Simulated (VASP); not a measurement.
# W (R-3m) in VASP: notebook, part 2 of 2

VASP 6.6.1. The steps go on from the part before.

## (5) Single point, LDA

This run uses another cell than the first one, of 15.86 Å³/atom.

INCAR reads:

```
SYSTEM = W
PREC     = Accurate       ! precision mode
ENCUT    = 520            ! plane-wave cutoff, eV
EDIFF    = 1E-6           ! SCF threshold, eV
ISMEAR   = 0              ! smearing method
SIGMA    = 0.15           ! smearing width, eV
LREAL    = .FALSE.        ! projectors in reciprocal space
LASPH    = .TRUE.         ! aspherical terms in the spheres
NELM     = 80             ! most SCF steps
ALGO     = Fast           ! electronic algorithm
ISIF     = 2              ! what is computed and relaxed
LWAVE    = .FALSE.        ! write WAVECAR
LCHARG   = .TRUE.         ! write CHGCAR
GGA      = CA             ! functional
LELF     = .TRUE.         ! ELF
LVHAR    = .TRUE.       
NBANDS   = 13             ! bands
```

KPOINTS reads:

```
regular mesh
0
G
  20 20 20
  0 0 0
```

POSCAR reads:

```
W
1.0
   -1.6569880567      1.5837588126      1.5837588126
    1.5837588126     -1.6569880567      1.5837588126
    1.5837588126      1.5837588126     -1.6569880567
W
1
Direct
    0.0000000000      0.0000000000      0.0000000000
```

Potentials or basis: VASP PAW LDA potentials, release 64 (W_sv).

Run with:

```
cat potpaw_LDA.64/W_sv/POTCAR > POTCAR
mpirun -np 1 vasp_std > vasp.out
```

OUTCAR:

```text
SYSTEM = W
   PREC = Accurate
   ENCUT = 520
   EDIFF = 1E-6
   ISMEAR = 0
   LREAL = .FALSE.
   LASPH = .TRUE.
   NELM = 80
   ISIF = 2
   GGA = CA

 ion  position               nearest neighbor table
   1  0.000  0.000  0.000-

  LATTYP: Found a trigonal (rhomboedric) cell.
 ALAT       =     2.7860713151
 COS(alpha) =    -0.3530248174

  Lattice vectors:

 A1 = (  -1.6569880567,   1.5837588126,   1.5837588126)
 A2 = (   1.5837588126,  -1.6569880567,   1.5837588126)
 A3 = (   1.5837588126,   1.5837588126,  -1.6569880567)

Analysis of symmetry for initial positions (statically):
=====================================================================
 Subroutine PRICEL returns:
 Original cell was already a primitive cell.

 Routine SETGRP: Setting up the symmetry group for a
 trigonal (rhombohedral) supercell.

 Subroutine GETGRP returns: Found 12 space group operations
 (whereof 12 operations were pure point group operations)
 out of a pool of 12 trial point group operations.

[... 167 lines left out ...]
 Fermi energy:        11.3583184831

 k-point     1 :       0.0000    0.0000    0.0000
  band No.  band energies     occupation
      1     -62.4468      2.00000
      2     -26.3295      2.00000
      3     -26.3295      2.00000
      4     -26.0728      2.00000
      5       1.7724      2.00000
      6       9.2204      2.00000
      7      10.3312      2.00000
      8      10.3312      2.00000
      9      13.6633      0.00000
     10      13.6633      0.00000
     11      25.0505      0.00000
     12      26.3353      0.00000
     13      26.3353      0.00000
[... 354 lines left out ...]
  band No.  band energies     occupation
      1     -62.3247      2.00000
      2     -27.2303      2.00000
      3     -26.6318      2.00000
      4     -26.3267      2.00000
      5       5.0930      2.00000
      6       8.4221      2.00000
      7       9.9392      2.00000
      8      12.8188      0.00000
      9      13.7178      0.00000
     10      14.5208      0.00000
     11      24.6728      0.00000
     12      26.1937      0.00000
     13      31.9465      0.00000

 [... further k-points ...]

------------------------ aborting loop because EDIFF is reached ----------------------------------------

  FORCE on cell =-STRESS in cart. coord.  units (eV):
  Direction    XX          YY          ZZ          XY          YZ          ZX
  --------------------------------------------------------------------------------------
  -------------------------------------------------------------------------------------
  Total       -0.6105195     -0.6105195     -0.6105195      0.7792909      0.7792909      0.7792909
  in kB      -61.6581773    -61.6581773    -61.6581773     78.7028976     78.7028976     78.7028976
  external PRESSURE =     -61.6581773 kB  Pullay stress =       0.0000000 kB

 VOLUME and BASIS-vectors are now :
 -----------------------------------------------------------------------------
  energy-cutoff  :      520.00
  volume of cell :       15.86
      direct lattice vectors                 reciprocal lattice vectors
    -1.656988057  1.583758813  1.583758813     0.014959263  0.323530108  0.323530108
     1.583758813 -1.656988057  1.583758813     0.323530108  0.014959263  0.323530108
     1.583758813  1.583758813 -1.656988057     0.323530108  0.323530108  0.014959263

 POSITION                                       TOTAL-FORCE (eV/Angst)
 -----------------------------------------------------------------------------------
      0.00000      0.00000      0.00000         0.000000      0.000000      0.000000
 -----------------------------------------------------------------------------------
    total drift:                                0.000000     -0.000000      0.000000

  FREE ENERGIE OF THE ION-ELECTRON SYSTEM (eV)
  ---------------------------------------------------
  free  energy   TOTEN  =       -14.0507185417 eV

  energy  without entropy=      -14.0462046277  energy(sigma->0) =      -14.04846158
```

OSZICAR:

```text
N       E                     dE             d eps       ncg     rms          rms(c)
DAV:   1     0.842431162279E+02    0.84243E+02   -0.74683E+03 20412   0.122E+03
DAV:   2    -0.130532601316E+02   -0.97296E+02   -0.93451E+02 22871   0.317E+02
DAV:   3    -0.147224689387E+02   -0.16692E+01   -0.16644E+01 22221   0.403E+01
DAV:   4    -0.147290636529E+02   -0.65947E-02   -0.65946E-02 22581   0.281E+00
DAV:   5    -0.147291176364E+02   -0.53983E-04   -0.53983E-04 22571   0.240E-01    0.212E+01
RMM:   6    -0.141935366176E+02    0.53558E+00   -0.40555E-01 22096   0.570E+00    0.874E+00
RMM:   7    -0.140551139113E+02    0.13842E+00   -0.27612E-01 22235   0.466E+00    0.756E-01
RMM:   8    -0.140508639665E+02    0.42499E-02   -0.10784E-02 25072   0.115E+00    0.217E-01
RMM:   9    -0.140507183198E+02    0.14565E-03   -0.16330E-03 24444   0.478E-01    0.239E-02
RMM:  10    -0.140507208723E+02   -0.25525E-05   -0.20926E-04 26314   0.180E-01    0.121E-02
RMM:  11    -0.140507176331E+02    0.32392E-05   -0.38950E-05 25641   0.750E-02    0.491E-03
RMM:  12    -0.140507185006E+02   -0.86754E-06   -0.10048E-05 22675   0.360E-02    0.263E-03
RMM:  13    -0.140507185417E+02   -0.41110E-07   -0.10687E-06 16980   0.118E-02
   1 F= -.14050719E+02 E0= -.14048462E+02  d E =-.451391E-02
```

Run time: 4.5 min. Hardware: 1 thread of AMD EPYC 7R13, shared host; peak memory 0.23 GiB.

Results:

| Item | Value |
| --- | --- |
| Free energy | -14.0507 eV |
| Pressure | -6.2 GPa |
| Band gap on the k mesh | zero (bands 7 and 8 overlap by 5.66 eV) |

Stress tensor (GPa, compression positive):
```
-6.17  7.87  7.87
 7.87 -6.17  7.87
 7.87  7.87 -6.17
```

Levels at points of the mesh, in eV from the Fermi level:
| k point | band 5 | band 6 | band 7 | band 8 | band 9 | band 10 |
| --- | --- | --- | --- | --- | --- | --- |
| (0.00, 0.00, 0.00) | -9.59 | -2.14 | -1.03 | -1.03 | 2.30 | 2.30 |
| (0.50, 0.00, 0.00) | -6.26 | -3.52 | 1.19 | 1.74 | 2.55 | 6.21 |
| (0.50, 0.50, 0.00) | -6.35 | -3.83 | 0.40 | 2.46 | 3.40 | 5.75 |
| (0.50, 0.50, 0.50) | -5.90 | -5.90 | 4.56 | 4.56 | 6.03 | 8.04 |

Caveat: the cell stands under tension; spin-orbit coupling is left out, which moves the levels of the heavy elements.

## (6) Single point, LDA

This run uses another cell than the first one, of 15.88 Å³/atom.

INCAR reads:

```
PREC = Accurate
ENCUT = 520
EDIFF = 1E-6
ISMEAR = 0
SIGMA = 0.15
LREAL = False
LASPH = True
NELM = 60
ALGO = Fast
ISIF = 2
LWAVE = False
LCHARG = False
NBANDS = 13
```

KPOINTS reads:

```
regular mesh
0
Gamma
  20 20 20
```

POSCAR reads:

```
W
1.0
   -1.5472225945      1.5837588126      1.5837588126
    1.5837588126     -1.5472225945      1.5837588126
    1.5837588126      1.5837588126     -1.5472225945
W
1
Direct
    0.0000000000      0.0000000000      0.0000000000
```

Potentials or basis: VASP PAW LDA potentials, release 64 (W_sv).

Run with:

```
cat potpaw_LDA.64/W_sv/POTCAR > POTCAR
mpirun -np 1 vasp_std > vasp.out
```

Run time: 3 min. Hardware: 1 thread of AMD EPYC 7R13, shared host; peak memory 0.22 GiB.

It converged, with:

```yaml
Free_energy: -14.0901 eV
Pressure: -7.5 GPa
Band_gap_on_the_k_mesh: zero (bands 7 and 8 overlap by 5.58 eV)
```

Stress tensor (GPa, compression positive):
```
-7.51 -3.12 -3.12
-3.12 -7.51 -3.12
-3.12 -3.12 -7.51
```

Levels at points of the mesh, in eV from the Fermi level:
| k point | band 3 | band 4 | band 5 | band 6 | band 7 | band 8 | band 9 | band 10 | band 11 | band 12 |
| --- | --- | --- | --- | --- | --- | --- | --- | --- | --- | --- |
| (0.00, 0.00, 0.00) | -37.58 | -37.58 | -9.58 | -1.53 | -1.53 | -0.91 | 2.17 | 2.17 | 14.32 | 14.32 |
| (0.50, 0.00, 0.00) | -37.99 | -37.59 | -6.31 | -3.68 | 0.60 | 2.19 | 3.16 | 5.86 | 10.75 | 11.69 |
| (0.50, 0.50, 0.00) | -38.08 | -37.63 | -6.28 | -3.58 | 0.97 | 1.91 | 2.81 | 6.23 | 11.31 | 11.31 |
| (0.50, 0.50, 0.50) | -38.57 | -38.44 | -5.88 | -5.88 | 4.53 | 5.34 | 5.34 | 8.02 | 8.44 | 8.44 |

Caveat: the cell stands under tension; spin-orbit coupling is left out, which moves the levels of the heavy elements.

## (7) Summary

| cell | further INCAR settings | gap on the mesh (eV) | pressure (GPa) |
| --- | --- | --- | --- |
| a = 2.674 Å, angles 108.2°, 1 atom | ALGO = Fast; EDIFF = 1e-07; NBANDS = 13 | none | 3.3 |
| a = 2.759 Å, angles 110.7°, 1 atom | ALGO = Fast; EDIFF = 1e-06; NBANDS = 13 | none | 3.6 |
| a = 2.702 Å, angles 108.2°, 1 atom | ALGO = Fast; EDIFF = 1e-06; NBANDS = 13 | none | -6.5 |
| a = 2.786 Å, angles 110.7°, 1 atom | ALGO = Fast; EDIFF = 1e-06; NBANDS = 13 | none | -6.2 |
| a = 2.722 Å, angles 108.8°, 1 atom | ALGO = Fast; EDIFF = 1e-06; NBANDS = 13 | none | -7.5 |

Alike in all rows: task single point; level LDA; potentials or basis VASP PAW LDA potentials, release 64 (W_sv); no spin polarisation; k mesh 20 × 20 × 20; cutoff (eV) 520; smearing gaussian 0.15 eV.

Caveats: spin-orbit coupling is left out, which moves the levels of the heavy elements; the cell stands under tension (at least some runs); the cell stands under pressure (at least some runs).

Absolute energies hang on the potentials; compare differences alone.
